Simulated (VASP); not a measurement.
# Tl2Se (P4_2/mnm) in VASP: single point with PBE

Aim: the single point of Tl2Se with PBE.

Everything below comes from runs of VASP 6.6.1. Logs are shortened: lines on timing, memory, paths and dates and some standing lists are left out, and cuts for length are marked.

## Step 1: The cell of the first run

Symmetry: P4_2/mnm, No. 136, tetragonal system. Conventional cell: a = 9.105 Å, b = 9.105 Å, c = 4.300 Å, α = 90.00°, β = 90.00°, γ = 90.00°. Within 4.1 Å of Tl (site symmetry m2m) lie 2 Se at 2.95 Å and 1 Tl at 4.03 Å. Within 3.9 Å of Se (site symmetry mmm) lie 4 Tl at 2.95 Å.

## Step 2: Single point, PBE

INCAR reads:

```
SYSTEM = Tl2Se
ALGO = Normal
EDIFF = 1E-6
ENCUT = 520
GGA = PE
ISIF = 2
ISMEAR = 0
LASPH = .True.
LCHARG = .False.
LREAL = .False.
LWAVE = .False.
NBANDS = 41
NELM = 100
PREC = Accurate
SIGMA = 0.02
```

KPOINTS reads:

```
k-points
0
Gamma
  4 4 6
  0 0 0
```

POSCAR reads:

```
Tl2Se
1.0
    9.1046144245      0.0000000000      0.0000000000
    0.0000000000      9.1046144245      0.0000000000
    0.0000000000      0.0000000000      4.2996017516
Tl Se
4 2
Direct
    0.3436539253      0.3436539253      0.0000000000
    0.1563460747      0.8436539253      0.5000000000
    0.6563460747      0.6563460747      0.0000000000
    0.8436539253      0.1563460747      0.5000000000
    0.0000000000      0.0000000000      0.0000000000
    0.5000000000      0.5000000000      0.5000000000
```

Potentials or basis: VASP PAW PBE potentials, release 64 (Tl_d, Se).

On the command line:

```bash
$ cat potpaw_PBE.64/Tl_d/POTCAR potpaw_PBE.64/Se/POTCAR > POTCAR
$ mpirun -np 1 vasp_std > vasp.out
```

OUTCAR:

```text
SYSTEM = Tl2Se
   EDIFF = 1E-6
   ENCUT = 520
   GGA = PE
   ISIF = 2
   ISMEAR = 0
   LASPH = .True.
   LREAL = .False.
   NELM = 100
   PREC = Accurate

 ion  position               nearest neighbor table
   1  0.344  0.344  0.000-   6 2.95   6 2.95   3 4.03
   2  0.156  0.844  0.500-   5 2.95   5 2.95   4 4.03
   3  0.656  0.656  0.000-   6 2.95   6 2.95   1 4.03
   4  0.844  0.156  0.500-   5 2.95   5 2.95   2 4.03
   5  0.000  0.000  0.000-   2 2.95   4 2.95   2 2.95   4 2.95
   6  0.500  0.500  0.500-   1 2.95   3 2.95   1 2.95   3 2.95

  LATTYP: Found a simple tetragonal cell.
 ALAT       =     9.1046144245
 C/A-ratio  =     0.4722442435

  Lattice vectors:

 A1 = (   9.1046144245,   0.0000000000,   0.0000000000)
 A2 = (   0.0000000000,   9.1046144245,   0.0000000000)
 A3 = (   0.0000000000,   0.0000000000,   4.2996017516)

Analysis of symmetry for initial positions (statically):
=====================================================================
 Subroutine PRICEL returns:
 Original cell was already a primitive cell.

 Routine SETGRP: Setting up the symmetry group for a
 simple tetragonal supercell.

 Subroutine GETGRP returns: Found 16 space group operations
 (whereof  8 operations were pure point group operations)
 out of a pool of 16 trial point group operations.

The static configuration has the point symmetry D_2h.
 The point group associated with its full space group is D_4h.

Analysis of symmetry for dynamics (positions and initial velocities):
=====================================================================
 Subroutine PRICEL returns:
 Original cell was already a primitive cell.

 Routine SETGRP: Setting up the symmetry group for a
 simple tetragonal supercell.

 Subroutine GETGRP returns: Found 16 space group operations
 (whereof  8 operations were pure point group operations)
 out of a pool of 16 trial point group operations.

The dynamic configuration has the point symmetry D_2h.
 The point group associated with its full space group is D_4h.

 Subroutine INISYM returns: Found 16 space group operations
 (whereof  8 operations are pure point group operations),
 and found     1 'primitive' translations

----------------------------------------------------------------------------------------

                                     Primitive cell

  volume of cell :     356.4112

  direct lattice vectors                    reciprocal lattice vectors
     9.104614424  0.000000000  0.000000000     0.109834415  0.000000000  0.000000000
     0.000000000  9.104614424  0.000000000     0.000000000  0.109834415  0.000000000
     0.000000000  0.000000000  4.299601752     0.000000000  0.000000000  0.232579680

  length of vectors
     9.104614424  9.104614424  4.299601752     0.109834415  0.109834415  0.232579680

  position of ions in fractional coordinates (direct lattice)
     0.343653925  0.343653925  0.000000000
     0.156346075  0.843653925  0.500000000
     0.656346075  0.656346075  0.000000000
     0.843653925  0.156346075  0.500000000
     0.000000000  0.000000000  0.000000000
     0.500000000  0.500000000  0.500000000

  ion indices of the primitive-cell ions
   primitive index   ion index
                 1           1
                 2           2
                 3           3
                 4           4
                 5           5
                 6           6

----------------------------------------------------------------------------------------

 KPOINTS: k-points

Automatic generation of k-mesh.
 Grid dimensions read from file:
 generate k-points for:    4    4    6

 Generating k-lattice:

  Cartesian coordinates                     Fractional coordinates (reciprocal lattice)
     0.027458604  0.000000000  0.000000000     0.250000000  0.000000000  0.000000000
     0.000000000  0.027458604  0.000000000     0.000000000  0.250000000  0.000000000
     0.000000000  0.000000000  0.038763280     0.000000000  0.000000000  0.166666667

  Length of vectors
     0.027458604  0.027458604  0.038763280

  Shift w.r.t. Gamma in fractional coordinates (k-lattice)
     0.000000000  0.000000000  0.000000000

 Subroutine IBZKPT returns following result:
 ===========================================

 Found     24 irreducible k-points:

 Following reciprocal coordinates:
            Coordinates               Weight
  0.000000  0.000000  0.000000      1.000000
  0.250000  0.000000  0.000000      4.000000
  0.500000  0.000000  0.000000      2.000000
  0.250000  0.250000  0.000000      4.000000
  0.500000  0.250000  0.000000      4.000000
  0.500000  0.500000  0.000000      1.000000
[... 16 lines left out ...]
  0.500000  0.250000  0.500000      4.000000
  0.500000  0.500000  0.500000      1.000000
   k-points           NKPTS =     24   k-points in BZ     NKDIM =     24   number of bands    NBANDS=     41
   number of dos      NEDOS =    301   number of ions     NIONS =      6
   total plane-waves  NPLWV = 156800
   dimension x,y,z NGX =    70 NGY =   70 NGZ =   32
   dimension x,y,z NGXF=   140 NGYF=  140 NGZF=   64
   ions per type =               4   2
   NGX,Y,Z   is equivalent  to a cutoff of  12.78, 12.78, 12.37 a.u.
   NGXF,Y,Z  is equivalent  to a cutoff of  25.56, 25.56, 24.75 a.u.
 SYSTEM =  Tl2Se
   PREC   = accura    normal or accurate (medium, high low for compatibility)
   ISTART =      0    job   : 0-new  1-cont  2-samecut
   ICHARG =      2    charge: 1-file 2-atom 10-const
   ISPIN  =      1    spin polarized calculation?
   LNONCOLLINEAR =      F non collinear calculations
   LSORBIT =      F    spin-orbit coupling
   LASPH  =      T    aspherical Exc in radial PAW
   ENCUT  =  520.0 eV  38.22 Ry    6.18 a.u.  16.93 16.93  7.99*2*pi/ulx,y,z
   NELM   =    100;   NELMIN=  2; NELMDL= -5     # of ELM steps
   EDIFF  = 0.1E-05   stopping-criterion for ELM
   LREAL  =      F    real-space projection
   EDIFFG = 0.1E-04   stopping-criterion for IOM
   NSW    =      0    number of steps for IOM
   IBRION =     -1    ionic relax: 0-MD 1-quasi-New 2-CG
   NFREE  =      0    steps in history (QN), initial steepest desc. (CG)
   ISIF   =      2    stress and relaxation
   ISYM   =      2    0-nonsym 1-usesym 2-fastsym
   POTIM  = 0.5000    time-step for ionic-motion
   TEBEG  =    0.0;   TEEND  =   0.0 temperature during run
   PSTRESS=    0.0 pullay stress
   NELECT =      64.0000    total number of electrons
   NUPDOWN=      -1.0000    fix difference up-down
   EMIN   =  10.00;   EMAX   =-10.00  energy-range for DOS
   EFERMI =   0.00;   METHOD = LEGACY
   ISMEAR =     0;   SIGMA  =   0.02  broadening in eV -4-tet -1-fermi 0-gaus
   EFERMI_NEDOS =   21; number of points for ismear=-14 and -15
   IALGO  =     38    algorithm
   IMIX   =      4    mixing-type and parameters
     AMIX     =   0.40;   BMIX     =  1.00
     AMIX_MAG =   1.60;   BMIX_MAG =  1.00
  volume/ion in A,a.u.               =      59.40       400.86
  Fermi-wavevector in a.u.,A,eV,Ry     =   0.923601  1.745353 11.606296  0.853039
  Thomas-Fermi vector in A             =   2.049255
   LORBIT       =      0    0 simple, 1 ext, 2 COOP (PROOUT), +10 PAW based schemes
   GGA     = PE    functional components
   LHFCALC =     F    Hartree Fock is set to
   AEXX    =    0.0000 exact exchange contribution
   IVDW    =     0    specifies the selected vdW correction
   LEPSILON=     F    determine dielectric tensor
   LRPA    =     F    only Hartree local field effects (RPA)
 non-spin polarized calculation
 Gauss-broadening in eV      SIGMA  =   0.02
  energy-cutoff  :      520.00
  volume of cell :      356.41
 maximum number of plane-waves:      9652
 NGX is ok and might be reduce to    70
   NGX = 33   NGY = 33   NGZ = 15

 number of electron      63.9999994 magnetization

 Free energy of the ion-electron system (eV)
  ---------------------------------------------------
  ext. energy  EPLUGINS =         0.00000000
  ---------------------------------------------------
  free energy    TOTEN  =       -17.01375919 eV

  energy without entropy =      -17.01375919  energy(sigma->0) =      -17.01375919

 E-fermi :   0.3854     XC(G=0):  -6.0908

 val. band max:        0.2956848129   @ k =   0.0000   0.0000   0.0000
 cond. band min:       1.0001822988   @ k =   0.0000   0.0000   0.0000
 fundamental gap:      0.7044974860
 Fermi energy:         0.3854468772

 k-point     1 :       0.0000    0.0000    0.0000
  band No.  band energies     occupation
      1     -11.7393      2.00000
      2     -11.7113      2.00000
      3     -10.7476      2.00000
      4     -10.7476      2.00000
      5     -10.6814      2.00000
      6     -10.6814      2.00000
[... 33 lines left out ...]
     40       4.5314      0.00000
     41       5.1043      0.00000

 k-point     2 :       0.2500    0.0000    0.0000
  band No.  band energies     occupation
      1     -11.7352      2.00000
      2     -11.7154      2.00000
      3     -10.7477      2.00000
      4     -10.7477      2.00000
      5     -10.6815      2.00000
      6     -10.6815      2.00000
[... 33 lines left out ...]
     40       4.5296      0.00000
     41       4.5298      0.00000

 k-point     3 :       0.5000    0.0000    0.0000
  band No.  band energies     occupation
      1     -11.7254      2.00000
      2     -11.7254      2.00000
      3     -10.7478      2.00000
      4     -10.7478      2.00000
      5     -10.6816      2.00000
      6     -10.6816      2.00000
[... 33 lines left out ...]
     40       4.2543      0.00000
     41       4.5281      0.00000

 k-point     4 :       0.2500    0.2500    0.0000
  band No.  band energies     occupation
      1     -11.7323      2.00000
      2     -11.7183      2.00000
      3     -10.7478      2.00000
      4     -10.7478      2.00000
      5     -10.6815      2.00000
      6     -10.6815      2.00000
[... 825 lines left out ...]
     40       4.0183      0.00000
     41       4.1830      0.00000

 k-point    23 :       0.5000    0.2500    0.5000
  band No.  band energies     occupation
      1     -11.7238      2.00000
      2     -11.7238      2.00000
      3     -10.7431      2.00000
      4     -10.7431      2.00000
      5     -10.7015      2.00000
      6     -10.7015      2.00000
[... 33 lines left out ...]
     40       3.8509      0.00000
     41       4.5566      0.00000

 k-point    24 :       0.5000    0.5000    0.5000
  band No.  band energies     occupation
      1     -11.7238      2.00000
      2     -11.7238      2.00000
      3     -10.7430      2.00000
      4     -10.7430      2.00000
      5     -10.7015      2.00000
      6     -10.7015      2.00000
[... 33 lines left out ...]
     40       3.9613      0.00000
     41       4.8768      0.00000

------------------------ aborting loop because EDIFF is reached ----------------------------------------

  FORCE on cell =-STRESS in cart. coord.  units (eV):
  Direction    XX          YY          ZZ          XY          YZ          ZX
  --------------------------------------------------------------------------------------
  -------------------------------------------------------------------------------------
  Total       -0.0299605     -0.0299605      0.0357091      0.0000000      0.0000000      0.0000000
  in kB       -0.1346817     -0.1346817      0.1605232      0.0000000      0.0000000      0.0000000
  external PRESSURE =      -0.0362800 kB  Pullay stress =       0.0000000 kB

 VOLUME and BASIS-vectors are now :
 -----------------------------------------------------------------------------
  energy-cutoff  :      520.00
  volume of cell :      356.41
      direct lattice vectors                 reciprocal lattice vectors
     9.104614424  0.000000000  0.000000000     0.109834415  0.000000000  0.000000000
     0.000000000  9.104614424  0.000000000     0.000000000  0.109834415  0.000000000
     0.000000000  0.000000000  4.299601752     0.000000000  0.000000000  0.232579680

 POSITION                                       TOTAL-FORCE (eV/Angst)
 -----------------------------------------------------------------------------------
      3.12884      3.12884      0.00000        -0.004560     -0.004560      0.000000
      1.42347      7.68114      2.14980         0.004560     -0.004560      0.000000
      5.97578      5.97578      0.00000         0.004560      0.004560     -0.000000
      7.68114      1.42347      2.14980        -0.004560      0.004560     -0.000000
      0.00000      0.00000      0.00000         0.000000      0.000000      0.000000
      4.55231      4.55231      2.14980         0.000000      0.000000      0.000000
 -----------------------------------------------------------------------------------
    total drift:                                0.000000      0.000000      0.000000

  FREE ENERGIE OF THE ION-ELECTRON SYSTEM (eV)
  ---------------------------------------------------
  free  energy   TOTEN  =       -17.0137591934 eV

  energy  without entropy=      -17.0137591934  energy(sigma->0) =      -17.01375919
```

Wall time 10 min (1 thread of AMD EPYC 7R13, shared host); peak memory 0.55 GiB.

What came out:

```
Free energy            : -17.0138 eV
Pressure               : 0.0 GPa
Largest force          : 0.006 eV/Å
Band gap on the k mesh : 0.70 eV
```

Forces on the atoms (eV/Å):
```
Tl  -0.005 -0.005  0.000
Tl   0.005 -0.005  0.000
Tl   0.005  0.005  0.000
Tl  -0.005  0.005  0.000
Se   0.000  0.000  0.000
Se   0.000  0.000  0.000
```

Caveat: spin-orbit coupling is left out, which moves the levels of the heavy elements.
